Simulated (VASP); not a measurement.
# InGa3P4: single point with PBE

The system is InGa3P4.

```
In Ga P
1.0
     3.96537    0.00000    0.00000
     0.00000    3.96537    0.00000
     0.00000    0.00000   11.28802
In Ga P
1 3 4
Direct
  0.50000 0.50000 0.00000
  0.00000 0.00000 0.74024
  0.00000 0.00000 0.25976
  0.50000 0.50000 0.50000
  0.50000 0.00000 0.85914
  0.00000 0.50000 0.14086
  0.50000 0.00000 0.37995
  0.00000 0.50000 0.62005
```

| Property | Result |
| --- | --- |
| Program | VASP 6.6.1 |
| Task | single point |
| Functional | PBE |
| Potentials or basis | VASP PAW PBE potentials, release 64 (In_d, Ga_d, P) |
| Cutoff | 520 eV |
| k mesh | 8 × 8 × 4 |
| Occupations | gaussian, width 0.02 eV |
| Spin | no spin polarisation |
| Dipole correction | no |
| Further INCAR settings | ALGO = Normal; EDIFF = 1e-07; NBANDS = 46 |

| Item | Value |
| --- | --- |
| Pressure | 0.0 GPa |
| Largest force | 0.006 eV/Å |
| Band gap on the k mesh | 1.11 eV |

Forces on the atoms (eV/Å):
```
In   0.000  0.000  0.000
Ga   0.000  0.000  0.001
Ga   0.000  0.000 -0.001
Ga   0.000  0.000  0.000
P    0.000  0.000  0.006
P    0.000  0.000 -0.006
P    0.000  0.000  0.000
P    0.000  0.000  0.000
```

Levels at points of the mesh, in eV from the valence-band top:
```
           k point  band 33  band 34  band 35  band 36  band 37  band 38  band 39  band 40
(0.00, 0.00, 0.00)    -1.37    -0.11     0.00     0.00     1.11     1.63     1.72     2.28
(0.50, 0.00, 0.00)    -1.25    -1.10    -1.08    -0.59     1.31     1.50     2.74     3.24
(0.50, 0.50, 0.00)    -2.61    -2.51    -2.51    -2.41     1.69     1.69     1.80     2.00
(0.00, 0.00, 0.50)    -0.75    -0.75    -0.42    -0.42     1.62     1.63     2.21     2.40
(0.50, 0.00, 0.50)    -1.30    -1.29    -1.26    -0.59     2.18     2.23     2.31     2.74
(0.50, 0.50, 0.50)    -2.85    -2.82    -2.81    -2.81     2.65     2.65     2.75     2.78
```

It took 5.6 min on 1 thread of Intel(R) Xeon(R) Platinum 8488C (Sapphire Rapids), on a shared host, peak memory 0.44 GiB.

Caveat: spin-orbit coupling is left out, which moves the levels of the heavy elements. A k mesh can miss the band edges.
